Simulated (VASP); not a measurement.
## PbSe: single point with PBE

PbSe:

```
CELL_PARAMETERS angstrom
4.30706 0.00000 0.00000
-2.15353 3.73003 0.00000
0.00000 0.00000 7.58808
ATOMIC_POSITIONS crystal
Pb 0.00000 0.00000 0.00000
Pb 0.00000 0.00000 0.50000
Se 0.33333 0.66667 0.25000
Se 0.66667 0.33333 0.75000
```

```
Program             : VASP 6.6.1
Task                : single point
Functional          : PBE
Potentials or basis : VASP PAW PBE potentials, release 64 (Pb_d, Se)
Cutoff              : 520 eV
k mesh              : 8 × 8 × 6
Occupations         : gaussian, width 0.05 eV
Spin                : no spin polarisation
```

```json
{
 "Pressure": "0.0 GPa",
 "Band gap on the k mesh": "0.12 eV (least direct gap 0.13 eV)"
}
```

Levels at points of the mesh, in eV from the valence-band top:
```
           k point  band 16  band 17  band 18  band 19  band 20  band 21  band 22  band 23  band 24  band 25
(0.00, 0.00, 0.00)    -1.77    -1.77    -1.32    -1.32     0.00     0.13     2.90     2.90     2.98     2.98
(0.50, 0.00, 0.00)    -4.01    -2.92    -1.47    -1.42    -0.91     0.12     1.58     2.49     3.74     4.73
(0.00, 0.00, 0.50)    -1.54    -1.54    -1.54    -1.50    -1.50     2.36     2.36     2.83     2.83     2.83
(0.50, 0.00, 0.50)    -3.20    -2.57    -2.57    -2.36    -2.36     2.44     2.44     2.78     2.78     3.25
```

Wall time 90 s on 1 thread of AMD EPYC 7R13 Processor (Zen 3), with other jobs on the host, peak memory 0.27 GiB.

Caveat: spin-orbit coupling is left out, which moves the levels of the heavy elements. A k mesh can miss the band edges.
